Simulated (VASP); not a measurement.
Here is a VASP 6.6.1 calculation.

INCAR

```
PREC     = Accurate       # precision mode
ENCUT    = 500            # plane-wave cutoff, eV
EDIFF    = 1E-6           # SCF threshold, eV
ISMEAR   = 0              # smearing method
SIGMA    = 0.02           # smearing width, eV
LREAL    = False          # projectors in reciprocal space
LASPH    = True           # aspherical terms in the spheres
NELM     = 120            # most SCF steps
ALGO     = Normal         # electronic algorithm
ISIF     = 2              # what is computed and relaxed
LWAVE    = False          # write WAVECAR
LCHARG   = True           # write CHGCAR
LELF     = True           # ELF
LVHAR    = True         
NBANDS   = 11             # bands
GGA_COMPAT= False
```

The input KPOINTS:

```
Automatic mesh
0
Gamma
  8 8 8
```

File POSCAR:

```
AlAs
1.0
    0.0000000000      2.8143769285      2.8143769285
    2.8143769285      0.0000000000      2.8143769285
    2.8143769285      2.8143769285      0.0000000000
Al As
1 1
Direct
    0.0000000000      0.0000000000      0.0000000000
    0.2500000000      0.2500000000      0.2500000000
```

Potentials or basis: VASP PAW LDA potentials, release 64 (Al, As).

The run is started by

```sh
$ cat potpaw_LDA.64/Al/POTCAR potpaw_LDA.64/As/POTCAR > POTCAR
$ mpirun -np 1 vasp_std > vasp.out
```

Q: Predict the band gap on the k mesh.

A: 1.31 eV, indirect (least direct gap 2.02 eV).

Q: Estimate the pressure.

A: 0.4 GPa.

A k mesh can miss the band edges. LDA gaps usually lie below the measured ones, often by a third to a half.
